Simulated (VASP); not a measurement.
CO2, 6 atoms in the cell. The typed cell holds 6 atoms: a = 4.109 Å, b = 4.109 Å, c = 4.109 Å, α = 122.55°, β = 122.55°, γ = 85.63°.  This cell differs from its parent crystal: atoms moved at random.

```yaml
Program: VASP 6.6.1
Task: single point
Functional: PBE
Potentials_or_basis: VASP PAW PBE potentials, release 64 (O, C)
Cutoff: 520 eV
k_mesh: 9 × 9 × 9
Occupations: fermi-dirac, width 0.05 eV
Spin: no spin polarisation
Dipole_correction: no
Further_INCAR_settings: ALGO = Normal; EDIFF = 1e-06; NBANDS = 25
```

Potentials or basis: VASP PAW PBE potentials, release 64 (O, C).

Command:

```bash
$ cat potpaw_PBE.64/O/POTCAR potpaw_PBE.64/C/POTCAR > POTCAR
$ mpirun -np 1 vasp_std > vasp.out
```

Hardware: 1 thread of Intel(R) Xeon(R) Platinum 8259CL CPU @ 2.50GHz (Skylake/Cascade Lake), on a shared host.

**Question.** How long does it take, and how much memory?

**Answer.** It took 5.2 min on 1 thread of Intel(R) Xeon(R) Platinum 8259CL CPU @ 2.50GHz (Skylake/Cascade Lake), on a shared host, peak memory 0.42 GiB. Counts: scf iterations 14, k points 365.
